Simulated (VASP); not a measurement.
# LiZn in VASP: notebook, part 2 of 3

VASP 6.6.1.

### Step 3. Single point, LDA (zz strain of -1 %)

INCAR

```
PREC = Accurate
ENCUT = 520
EDIFF = 1E-7
ISMEAR = -1
SIGMA = 0.08
LREAL = False
LASPH = True
NELM = 80
ALGO = Normal
ISIF = 2
LWAVE = False
LCHARG = True
LELF = True
LVHAR = True
NBANDS = 23
```

KPOINTS

```
Automatic mesh
0
Gamma
  9 9 9
```

POSCAR

```
LiZn
1.0
    0.0000000000      3.1110000000      3.0798900000
    3.1110000000      0.0000000000      3.0798900000
    3.1110000000      3.1110000000      0.0000000000
Li Zn
2 2
Direct
    0.5000000000      0.5000000000      0.5000000000
    0.7500000000      0.7500000000      0.7500000000
    0.0000000000      0.0000000000      0.0000000000
    0.2500000000      0.2500000000      0.2500000000
```

Potentials or basis: VASP PAW LDA potentials, release 64 (Li_sv, Zn).

Command:

```console
$ cat potpaw_LDA.64/Li_sv/POTCAR potpaw_LDA.64/Zn/POTCAR > POTCAR
$ mpirun -np 1 vasp_std > vasp.out
```

OUTCAR:

```text
PREC = Accurate
   ENCUT = 520
   EDIFF = 1E-7
   ISMEAR = -1
   LREAL = False
   LASPH = True
   NELM = 80
   ISIF = 2

 ion  position               nearest neighbor table
   1  0.500  0.500  0.500-   4 2.69   4 2.69   4 2.69   4 2.69
   2  0.750  0.750  0.750-   3 2.69   3 2.69   3 2.69   3 2.69
   3  0.000  0.000  0.000-   2 2.69   4 2.69   2 2.69   2 2.69   4 2.69   2 2.69   4 2.69   4 2.69

   4  0.250  0.250  0.250-   3 2.69   1 2.69   3 2.69   1 2.69   3 2.69   3 2.69   1 2.69   1 2.69

  LATTYP: Found a body centered tetragonal cell.
 ALAT       =     4.3996183925
 C/A-ratio  =     1.4000714267

  Lattice vectors:

 A1 = (   0.0000000000,  -3.1110000000,  -3.0798900000)
 A2 = (   0.0000000000,   3.1110000000,  -3.0798900000)
 A3 = (   3.1110000000,   0.0000000000,   3.0798900000)

Analysis of symmetry for initial positions (statically):
=====================================================================
 Subroutine PRICEL returns:
 Original cell was already a primitive cell.

 Routine SETGRP: Setting up the symmetry group for a
 body centered tetragonal supercell.

 Subroutine GETGRP returns: Found 16 space group operations
 (whereof  8 operations were pure point group operations)
 out of a pool of 16 trial point group operations.

The static configuration has the point symmetry D_2d.
 The point group associated with its full space group is D_4h.

Analysis of symmetry for dynamics (positions and initial velocities):
=====================================================================
 Subroutine PRICEL returns:
 Original cell was already a primitive cell.

 Routine SETGRP: Setting up the symmetry group for a
 body centered tetragonal supercell.

 Subroutine GETGRP returns: Found 16 space group operations
 (whereof  8 operations were pure point group operations)
 out of a pool of 16 trial point group operations.

The dynamic configuration has the point symmetry D_2d.
 The point group associated with its full space group is D_4h.

 Subroutine INISYM returns: Found 16 space group operations
[... 121 lines left out ...]
     AMIX_MAG =   1.60;   BMIX_MAG =  1.00
  volume/ion in A,a.u.               =      14.90       100.58
  Fermi-wavevector in a.u.,A,eV,Ry     =   1.302147  2.460702 23.069876  1.695588
  Thomas-Fermi vector in A             =   2.433235
   LORBIT       =      0    0 simple, 1 ext, 2 COOP (PROOUT), +10 PAW based schemes
   GGA     = CA    functional components
   LHFCALC =     F    Hartree Fock is set to
   AEXX    =    0.0000 exact exchange contribution
   IVDW    =     0    specifies the selected vdW correction
   LEPSILON=     F    determine dielectric tensor
   LRPA    =     F    only Hartree local field effects (RPA)
 non-spin polarized calculation
  energy-cutoff  :      520.00
  volume of cell :       59.62
 maximum number of plane-waves:      1631
 NGX is ok and might be reduce to    36
   NGX = 17   NGY = 17   NGZ = 17

 number of electron      30.0000035 magnetization

 Free energy of the ion-electron system (eV)
  ---------------------------------------------------
  ext. energy  EPLUGINS =         0.00000000
  ---------------------------------------------------
  free energy    TOTEN  =        -8.68839744 eV

  energy without entropy =       -8.66518364  energy(sigma->0) =       -8.67679054

 E-fermi :   1.8892     XC(G=0): -10.0312

 val. band max:        1.8833309423   @ k =   0.4444   0.2222   0.0000
 cond. band min:       1.9004355448   @ k =  -0.3333   0.3333   0.0000
 fundamental gap:      0.0171046025
 Fermi energy:         1.8891721271

 k-point     1 :       0.0000    0.0000    0.0000
  band No.  band energies     occupation
      1     -43.1722      2.00000
      2     -43.1167      2.00000
      3      -5.6881      2.00000
      4      -5.4705      2.00000
      5      -5.4659      2.00000
      6      -5.4659      2.00000
[... 613 lines left out ...]
     22      12.9426      0.00000
     23      14.0174      0.00000

 [... further k-points ...]

------------------------ aborting loop because EDIFF is reached ----------------------------------------

  FORCE on cell =-STRESS in cart. coord.  units (eV):
  Direction    XX          YY          ZZ          XY          YZ          ZX
  --------------------------------------------------------------------------------------
  -------------------------------------------------------------------------------------
  Total       -1.9973854     -1.9973854     -1.8931301      0.0000000      0.0000000      0.0000000
  in kB      -53.6793489    -53.6793489    -50.8775068      0.0000000      0.0000000      0.0000000
  external PRESSURE =     -52.7454015 kB  Pullay stress =       0.0000000 kB

 VOLUME and BASIS-vectors are now :
 -----------------------------------------------------------------------------
  energy-cutoff  :      520.00
  volume of cell :       59.62
      direct lattice vectors                 reciprocal lattice vectors
     0.000000000  3.111000000  3.079890000    -0.160720026  0.160720026  0.162343460
     3.111000000  0.000000000  3.079890000     0.160720026 -0.160720026  0.162343460
     3.111000000  3.111000000  0.000000000     0.160720026  0.160720026 -0.162343460

 POSITION                                       TOTAL-FORCE (eV/Angst)
 -----------------------------------------------------------------------------------
      3.11100      3.11100      3.07989         0.000000      0.000000      0.000000
      4.66650      4.66650      4.61984        -0.000000     -0.000000     -0.000000
      0.00000      0.00000      0.00000         0.000000      0.000000     -0.000000
      1.55550      1.55550      1.53994         0.000000      0.000000      0.000000
 -----------------------------------------------------------------------------------
    total drift:                                0.000000      0.000000      0.000000

  FREE ENERGIE OF THE ION-ELECTRON SYSTEM (eV)
  ---------------------------------------------------
  free  energy   TOTEN  =        -8.6883974411 eV

  energy  without entropy=       -8.6651836353  energy(sigma->0) =       -8.67679054
```

OSZICAR:

```text
N       E                     dE             d eps       ncg     rms          rms(c)
DAV:   1     0.161448127784E+03    0.16145E+03   -0.14538E+04  3450   0.174E+03
DAV:   2     0.588035944105E+01   -0.15557E+03   -0.14960E+03  3478   0.338E+02
DAV:   3    -0.864841541106E+01   -0.14529E+02   -0.14280E+02  5991   0.830E+01
DAV:   4    -0.929959768861E+01   -0.65118E+00   -0.64623E+00  4135   0.149E+01
DAV:   5    -0.931090071803E+01   -0.11303E-01   -0.11302E-01  4967   0.197E+00    0.401E+00
DAV:   6    -0.875297506062E+01    0.55793E+00   -0.28802E+00  4381   0.284E+01    0.270E+00
DAV:   7    -0.870540467715E+01    0.47570E-01   -0.23623E-01  4062   0.685E+00    0.977E-01
DAV:   8    -0.868920161898E+01    0.16203E-01   -0.16912E-02  4227   0.117E+00    0.160E-01
DAV:   9    -0.868843826325E+01    0.76336E-03   -0.15666E-03  5154   0.401E-01    0.544E-02
DAV:  10    -0.868839869237E+01    0.39571E-04   -0.22297E-04  4171   0.100E-01    0.122E-02
DAV:  11    -0.868839735529E+01    0.13371E-05   -0.18610E-05  4978   0.478E-02    0.817E-03
DAV:  12    -0.868839751717E+01   -0.16188E-06   -0.87726E-07  4171   0.684E-03    0.302E-03
DAV:  13    -0.868839744111E+01    0.76054E-07   -0.81155E-08  2573   0.261E-03
   1 F= -.86883974E+01 E0= -.86767905E+01  d E =-.232138E-01
```

stdout:

```text
POSCAR found type information on POSCAR LiZn
 POSCAR found :  2 types and       4 ions
 scaLAPACK will be used
 LDA part: xc-table for (Slater(with rela. corr.)+CA(PZ))
 , standard interpolation
 POSCAR, INCAR and KPOINTS ok, starting setup
 FFT: planning ... GRIDC
 FFT: planning ... GRID_SOFT
 FFT: planning ... GRID
 WAVECAR not read
 entering main loop
```

Run time: 74 s. Hardware: 1 thread of AMD EPYC 9R45 (Zen 5), shared host; peak memory 0.19 GiB.

Results:

| Item | Value |
| --- | --- |
| Free energy | -8.6884 eV |
| Band gap on the k mesh | zero (band 15 reaches 5.31 eV, above the bottom of band 16 at 0.79 eV) |

Levels at points of the mesh, in eV from the Fermi level:
```tsv
k point	band 13	band 14	band 15	band 16	band 17	band 18
(0.00, 0.00, 0.00)	-6.78	3.39	3.42	3.42	3.50	3.55
```

Caveat: the cell differs from its parent crystal (zz strain of -1 %); the cutoff is under 1.25 times the usual one of these potentials, so pressure, stress and relaxed cells hold a basis-set (Pulay) error.

### Step 4. Single point, LDA (zz strain of +1 %)

INCAR

```
  ALGO = Normal
  EDIFF = 1E-7
  ENCUT = 520
  ISIF = 2
  ISMEAR = -1
  LASPH = T
  LCHARG = T
  LELF = T
  LREAL = F
  LVHAR = T
  LWAVE = F
  NBANDS = 23
  NELM = 60
  PREC = Accurate
  SIGMA = 0.08
```

KPOINTS

```
k-points
0
Gamma
  9 9 9
```

POSCAR, as its differences from that of step 3:

```diff
@@ -2,4 +2,4 @@
 1.0
-    0.0000000000      3.1110000000      3.0798900000
-    3.1110000000      0.0000000000      3.0798900000
+    0.0000000000      3.1110000000      3.1421100000
+    3.1110000000      0.0000000000      3.1421100000
     3.1110000000      3.1110000000      0.0000000000
```

Potentials or basis: VASP PAW LDA potentials, release 64 (Li_sv, Zn).

Command:

```console
$ cat potpaw_LDA.64/Li_sv/POTCAR potpaw_LDA.64/Zn/POTCAR > POTCAR
$ mpirun -np 1 vasp_std > vasp.out
```

OUTCAR:

```text
EDIFF = 1E-7
   ENCUT = 520
   ISIF = 2
   ISMEAR = -1
   LASPH = T
   LREAL = F
   NELM = 60
   PREC = Accurate

 ion  position               nearest neighbor table
   1  0.500  0.500  0.500-   4 2.70   4 2.70   4 2.70   4 2.70
   2  0.750  0.750  0.750-   3 2.70   3 2.70   3 2.70   3 2.70
   3  0.000  0.000  0.000-   2 2.70   4 2.70   2 2.70   2 2.70   4 2.70   2 2.70   4 2.70   4 2.70

   4  0.250  0.250  0.250-   3 2.70   1 2.70   3 2.70   1 2.70   3 2.70   3 2.70   1 2.70   1 2.70

  LATTYP: Found a body centered tetragonal cell.
 ALAT       =     4.3996183925
 C/A-ratio  =     1.4283556980

  Lattice vectors:

 A1 = (  -3.1110000000,   0.0000000000,   3.1421100000)
 A2 = (   3.1110000000,   0.0000000000,   3.1421100000)
 A3 = (   0.0000000000,   3.1110000000,  -3.1421100000)

Analysis of symmetry for initial positions (statically):
=====================================================================
 Subroutine PRICEL returns:
 Original cell was already a primitive cell.

 Routine SETGRP: Setting up the symmetry group for a
 body centered tetragonal supercell.

 Subroutine GETGRP returns: Found 16 space group operations
 (whereof  8 operations were pure point group operations)
 out of a pool of 16 trial point group operations.

The static configuration has the point symmetry D_2d.
 The point group associated with its full space group is D_4h.

Analysis of symmetry for dynamics (positions and initial velocities):
=====================================================================
 Subroutine PRICEL returns:
 Original cell was already a primitive cell.

 Routine SETGRP: Setting up the symmetry group for a
 body centered tetragonal supercell.

 Subroutine GETGRP returns: Found 16 space group operations
 (whereof  8 operations were pure point group operations)
 out of a pool of 16 trial point group operations.

The dynamic configuration has the point symmetry D_2d.
 The point group associated with its full space group is D_4h.

 Subroutine INISYM returns: Found 16 space group operations
 (whereof  8 operations are pure point group operations),
 and found     1 'primitive' translations

----------------------------------------------------------------------------------------

                                     Primitive cell

  volume of cell :      60.8207

  direct lattice vectors                    reciprocal lattice vectors
     0.000000000  3.111000000  3.142110000    -0.160720026  0.160720026  0.159128738
     3.111000000  0.000000000  3.142110000     0.160720026 -0.160720026  0.159128738
     3.111000000  3.111000000  0.000000000     0.160720026  0.160720026 -0.159128738

  length of vectors
     4.421671206  4.421671206  4.399618393     0.277459562  0.277459562  0.277459562

  position of ions in fractional coordinates (direct lattice)
     0.500000000  0.500000000  0.500000000
     0.750000000  0.750000000  0.750000000
     0.000000000  0.000000000  0.000000000
     0.250000000  0.250000000  0.250000000

  ion indices of the primitive-cell ions
   primitive index   ion index
[... 22 lines left out ...]

  Shift w.r.t. Gamma in fractional coordinates (k-lattice)
     0.000000000  0.000000000  0.000000000

 Subroutine IBZKPT returns following result:
 ===========================================

 Found     75 irreducible k-points:

 Following reciprocal coordinates:
            Coordinates               Weight
  0.000000  0.000000  0.000000      1.000000
  0.111111  0.000000  0.000000      8.000000
  0.222222  0.000000  0.000000      8.000000
  0.333333  0.000000  0.000000      8.000000
  0.444444  0.000000  0.000000      8.000000
  0.111111  0.111111  0.000000      2.000000
[... 16 lines left out ...]
 -0.333333  0.333333  0.000000      4.000000
  0.444444  0.444444  0.000000      2.000000
 [... further k-points ...]
   k-points           NKPTS =     75   k-points in BZ     NKDIM =     75   number of bands    NBANDS=     23
   number of dos      NEDOS =    301   number of ions     NIONS =      4
   total plane-waves  NPLWV =  46656
   dimension x,y,z NGX =    36 NGY =   36 NGZ =   36
   dimension x,y,z NGXF=    72 NGYF=   72 NGZF=   72
   ions per type =               2   2
   NGX,Y,Z   is equivalent  to a cutoff of  13.54, 13.54, 13.60 a.u.
   NGXF,Y,Z  is equivalent  to a cutoff of  27.07, 27.07, 27.21 a.u.
 SYSTEM =  unknown system
   PREC   = accura    normal or accurate (medium, high low for compatibility)
   ISTART =      0    job   : 0-new  1-cont  2-samecut
   ICHARG =      2    charge: 1-file 2-atom 10-const
   ISPIN  =      1    spin polarized calculation?
   LNONCOLLINEAR =      F non collinear calculations
   LSORBIT =      F    spin-orbit coupling
   LASPH  =      T    aspherical Exc in radial PAW
   ENCUT  =  520.0 eV  38.22 Ry    6.18 a.u.   8.22  8.22  8.18*2*pi/ulx,y,z
   NELM   =     60;   NELMIN=  2; NELMDL= -5     # of ELM steps
   EDIFF  = 0.1E-06   stopping-criterion for ELM
   LREAL  =      F    real-space projection
   EDIFFG = 0.1E-05   stopping-criterion for IOM
   NSW    =      0    number of steps for IOM
   IBRION =     -1    ionic relax: 0-MD 1-quasi-New 2-CG
   NFREE  =      0    steps in history (QN), initial steepest desc. (CG)
   ISIF   =      2    stress and relaxation
   ISYM   =      2    0-nonsym 1-usesym 2-fastsym
   POTIM  = 0.5000    time-step for ionic-motion
   TEBEG  =    0.0;   TEEND  =   0.0 temperature during run
   PSTRESS=    0.0 pullay stress
   NELECT =      30.0000    total number of electrons
   NUPDOWN=      -1.0000    fix difference up-down
   EMIN   =  10.00;   EMAX   =-10.00  energy-range for DOS
   EFERMI =   0.00;   METHOD = LEGACY
   ISMEAR =    -1;   SIGMA  =   0.08  broadening in eV -4-tet -1-fermi 0-gaus
   EFERMI_NEDOS =   21; number of points for ismear=-14 and -15
   IALGO  =     38    algorithm
   IMIX   =      4    mixing-type and parameters
     AMIX     =   0.40;   BMIX     =  1.00
     AMIX_MAG =   1.60;   BMIX_MAG =  1.00
  volume/ion in A,a.u.               =      15.21       102.61
  Fermi-wavevector in a.u.,A,eV,Ry     =   1.293495  2.444351 22.764309  1.673130
  Thomas-Fermi vector in A             =   2.425137
   LORBIT       =      0    0 simple, 1 ext, 2 COOP (PROOUT), +10 PAW based schemes
   GGA     = CA    functional components
   LHFCALC =     F    Hartree Fock is set to
   AEXX    =    0.0000 exact exchange contribution
   IVDW    =     0    specifies the selected vdW correction
   LEPSILON=     F    determine dielectric tensor
   LRPA    =     F    only Hartree local field effects (RPA)
 non-spin polarized calculation
  energy-cutoff  :      520.00
  volume of cell :       60.82
 maximum number of plane-waves:      1667
 NGX is ok and might be reduce to    36
   NGX = 17   NGY = 17   NGZ = 17

 number of electron      30.0000016 magnetization

 Free energy of the ion-electron system (eV)
  ---------------------------------------------------
  ext. energy  EPLUGINS =         0.00000000
  ---------------------------------------------------
  free energy    TOTEN  =        -8.64712311 eV

  energy without entropy =       -8.62346213  energy(sigma->0) =       -8.63529262

 E-fermi :   1.7995     XC(G=0):  -9.9459

 val. band max:        1.7852669974   @ k =   0.3333   0.2222   0.1111
 cond. band min:       1.8201912945   @ k =   0.4444   0.0000   0.2222
 fundamental gap:      0.0349242971
 Fermi energy:         1.7994823332

 k-point     1 :       0.0000    0.0000    0.0000
  band No.  band energies     occupation
      1     -43.3012      2.00000
      2     -43.2496      2.00000
      3      -5.6995      2.00000
      4      -5.5306      2.00000
      5      -5.5306      2.00000
      6      -5.5263      2.00000
[... 613 lines left out ...]
     22      12.7527      0.00000
     23      13.5002      0.00000

 [... further k-points ...]

------------------------ aborting loop because EDIFF is reached ----------------------------------------

  FORCE on cell =-STRESS in cart. coord.  units (eV):
  Direction    XX          YY          ZZ          XY          YZ          ZX
  --------------------------------------------------------------------------------------
  -------------------------------------------------------------------------------------
  Total       -2.1874598     -2.1874598     -2.2839410      0.0000000      0.0000000     -0.0000000
  in kB      -57.6234498    -57.6234498    -60.1650185      0.0000000      0.0000000     -0.0000000
  external PRESSURE =     -58.4706394 kB  Pullay stress =       0.0000000 kB

 VOLUME and BASIS-vectors are now :
 -----------------------------------------------------------------------------
  energy-cutoff  :      520.00
  volume of cell :       60.82
      direct lattice vectors                 reciprocal lattice vectors
     0.000000000  3.111000000  3.142110000    -0.160720026  0.160720026  0.159128738
     3.111000000  0.000000000  3.142110000     0.160720026 -0.160720026  0.159128738
     3.111000000  3.111000000  0.000000000     0.160720026  0.160720026 -0.159128738

 POSITION                                       TOTAL-FORCE (eV/Angst)
 -----------------------------------------------------------------------------------
      3.11100      3.11100      3.14211         0.000000      0.000000     -0.000000
      4.66650      4.66650      4.71317        -0.000000     -0.000000      0.000000
      0.00000      0.00000      0.00000        -0.000000     -0.000000     -0.000000
      1.55550      1.55550      1.57106         0.000000      0.000000      0.000000
 -----------------------------------------------------------------------------------
    total drift:                                0.000000      0.000000      0.000000

  FREE ENERGIE OF THE ION-ELECTRON SYSTEM (eV)
  ---------------------------------------------------
  free  energy   TOTEN  =        -8.6471231070 eV

  energy  without entropy=       -8.6234621292  energy(sigma->0) =       -8.63529262
```

It took 74 s on 1 thread of AMD EPYC 9R45 (Zen 5), shared host; peak memory 0.19 GiB.

What came out:

| Quantity | Value |
| --- | --- |
| Free energy | -8.6471 eV |
| Band gap on the k mesh | zero (band 15 reaches 5.15 eV, above the bottom of band 16 at 0.71 eV) |

Levels at points of the mesh, in eV from the Fermi level:
| k point | band 13 | band 14 | band 15 | band 16 | band 17 | band 18 |
| --- | --- | --- | --- | --- | --- | --- |
| (0.00, 0.00, 0.00) | -6.77 | 3.35 | 3.35 | 3.38 | 3.47 | 3.47 |

Caveat: the cell differs from its parent crystal (zz strain of +1 %); the cutoff is under 1.25 times the usual one of these potentials, so pressure, stress and relaxed cells hold a basis-set (Pulay) error.

(Part 2 of 3 ends here.)
